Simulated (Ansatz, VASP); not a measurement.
**MgO: VASP beside Ansatz**

INCAR

```
PREC = Accurate
ENCUT = 840
EDIFF = 1E-6
ISMEAR = 0
SIGMA = 0.05
LREAL = F
LASPH = T
NELM = 120
ALGO = Normal
ISIF = 2
LWAVE = F
LCHARG = F
NBANDS = 24
GGA_COMPAT = F
```

File KPOINTS:

```
regular mesh
0
Gamma
  6 6 6
```

POSCAR

```
MgO
1.0
    3.5561054200      0.0000000000      0.0000000000
   -1.7780527100      3.0192917963      0.0000000000
    0.0000000000      0.0000000000      4.1780412200
Mg O
2 2
Direct
    0.6666666667      0.3333333333      0.7500000000
    0.3333333333      0.6666666667      0.2500000000
    0.6666666667      0.3333333333      0.2500000000
    0.3333333333      0.6666666667      0.7500000000
```

Input for Ansatz:

```yaml
crystal:
  lattice:
    - [3.55610542, 0.0, 0.0]
    - [-1.77805271, 3.0192917963, 0.0]
    - [0.0, 0.0, 4.17804122]
  atoms:
    - { symbol: Mg, position: [0.6666666667, 0.3333333333, 0.75] }
    - { symbol: Mg, position: [0.3333333333, 0.6666666667, 0.25] }
    - { symbol: O, position: [0.6666666667, 0.3333333333, 0.25] }
    - { symbol: O, position: [0.3333333333, 0.6666666667, 0.75] }
basis:
  ecutwfc: 420
kpoints:
  mp_grid: { grid: [6, 6, 6] }
hamiltonian:
  xc: lda
scf:
  occupations: { method: gaussian, width: 0.05 }
output:
  forces: true
  stress: true
  eigenvalues: true
```

Change from the starting cell: strain +0.0200 x Voigt [1, 0, 0, 0, 0, 0], atoms carried along.

Alike in both runs: task single point; functional LDA; k mesh 6 × 6 × 6; occupations gaussian, width 0.05 eV; no spin polarisation.

|  | VASP | Ansatz |
| --- | --- | --- |
| version | VASP 6.6.1 | Ansatz 0.2.0 |
| potentials or method | VASP PAW LDA potentials, release 64 (Mg_sv, O), cutoff 840 eV | scalar-relativistic, plane waves, PAW |
| valence electrons in the cell | 32 | 32 |

Ansatz gave:

| Quantity | Value |
| --- | --- |
| gap on the k mesh at the Fermi level (eV) | 3.25 |
| least direct gap on the mesh (eV) | 3.25 |
| pressure (GPa) | -6.3 |
| traceless stress, the component that is largest in VASP (GPa) | -1.91 |
| rms of the force components (eV/Å) | 0.079 |

**Question.** Estimate VASP's values.

**Answer.** gap on the k mesh at the Fermi level (eV): 3.25; least direct gap on the mesh (eV): 3.25; pressure (GPa): -5.9; traceless stress, the component that is largest in VASP (GPa): -1.96; rms of the force components (eV/Å): 0.082.

LDA's correlation is that of Perdew and Zunger in VASP and of Perdew and Wang (1992) in Ansatz. Atom by atom the forces differ by 0.003 eV/Å (rms over components).
